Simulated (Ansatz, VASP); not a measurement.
One calculation of Li, two programs

Contents of INCAR:

```
SYSTEM = Li
PREC = Accurate ; ENCUT = 520
EDIFF = 1E-8 ; ISMEAR = -1
SIGMA = 0.05 ; LREAL = .FALSE.
LASPH = .TRUE. ; NELM = 80
ALGO = Normal ; ISIF = 2
LWAVE = .FALSE. ; LCHARG = .FALSE.
GGA = PS ; LEFG = .TRUE.
NBANDS = 12
```

KPOINTS

```
Automatic mesh
0
G
  12 12 12
  0 0 0
```

The input POSCAR:

```
Li
1.0
    1.5504989657      0.8951809952      7.7400660000
   -1.5504989657      0.8951809952      7.7400660000
    0.0000000000     -1.7903619905      7.7400660000
Li
3
Direct
    0.0000000000      0.0000000000      0.0000000000
    0.2220000000      0.2220000000      0.2220000000
    0.7780000000      0.7780000000      0.7780000000
```

Input for Ansatz:

```yaml
crystal:
  lattice:
    - [1.5504989657, 0.8951809952, 7.740066]
    - [-1.5504989657, 0.8951809952, 7.740066]
    - [0.0, -1.7903619905, 7.740066]
  atoms:
    - { symbol: Li, position: [0.0, 0.0, 0.0] }
    - { symbol: Li, position: [0.222, 0.222, 0.222] }
    - { symbol: Li, position: [0.778, 0.778, 0.778] }
kpoints:
  mp_grid: { grid: [12, 12, 12] }
scf:
  occupations: { method: fermi_dirac, width: 0.05 }
hamiltonian:
  xc: pbesol
  pseudopotentials: { kind: paw }
output:
  forces: true
  stress: true
  eigenvalues: true
  efg: { contact_densities: true }
```

Change from the starting cell: zz strain of +2 %, PAW files.

Alike in both runs: task electric field gradients; functional PBEsol; k mesh 12 × 12 × 12; occupations fermi-dirac, width 0.05 eV; no spin polarisation.

|  | VASP | Ansatz |
| --- | --- | --- |
| version | VASP 6.6.1 | Ansatz 0.2.0 |
| potentials or method | VASP PAW PBE potentials, release 64 (Li_sv) | PAW with Ansatz's default frozen-core files, scalar-relativistic |
| plane-wave cutoff (eV) | 520 | 420 |
| valence electrons in the cell | 9 | 9 |

|  | VASP | Ansatz | Ansatz less VASP |
| --- | --- | --- | --- |
| rms of the force components (eV/Å) | 0.004 | 0.004 | 0.0000 |

VASP's potentials were made for PBE, not for PBEsol. Atom by atom the forces differ by 0.000 eV/Å (rms over components). The functional is the same, so the differences come from potentials, cutoffs and numerics.

Noted on VASP's run: the cutoff is short for stress, so the pressure is rough.
